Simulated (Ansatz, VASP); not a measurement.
# KTa: VASP beside Ansatz

```
K Ta
1.0
     5.41044    0.00000    0.00000
     0.00000    3.58044    0.00000
     0.00000    0.00000    5.52410
K Ta
2 2
Direct
  0.75000 0.00000 0.68700
  0.25000 0.00000 0.31300
  0.75000 0.50000 0.18800
  0.25000 0.50000 0.81200
```

Alike in both runs: task relaxation of cell and atoms; functional PBE; k mesh 4 × 6 × 4; occupations gaussian, width 0.1 eV; no spin polarisation.

|  | VASP | Ansatz |
| --- | --- | --- |
| version | VASP 6.6.1 | Ansatz 0.2.0 |
| potentials or method | VASP PAW PBE potentials, release 64 (K_sv, Ta_pv), cutoff 600 eV | scalar-relativistic, plane waves, PAW |
| valence electrons in the cell | 40 | 44 |

VASP gave:

| Item | Value |
| --- | --- |
| gap on the k mesh at the Fermi level, each at its own relaxed structure (eV) | none |
| relaxed volume (Å³/atom) | 32.60 |
| relaxed cell length with the largest relative difference (Å) | 9.347 |

Problem. Which values does Ansatz return?

Solution. gap on the k mesh at the Fermi level, each at its own relaxed structure (eV): none; relaxed volume (Å³/atom): 34.28; relaxed cell length with the largest relative difference (Å): 9.838.

A gap of «none» marks a metal or a gap that the smearing closes. One of these differences is far larger than is usual between the two programs; its cause wasn't traced. VASP's potentials hold 40 valence electrons a cell and Ansatz's 44, so a difference there can come from the potentials and not from the codes.

Spin-orbit coupling is off throughout. Noted on VASP's run: the volume moved by over 15 % at a fixed basis, so the end points are rough.
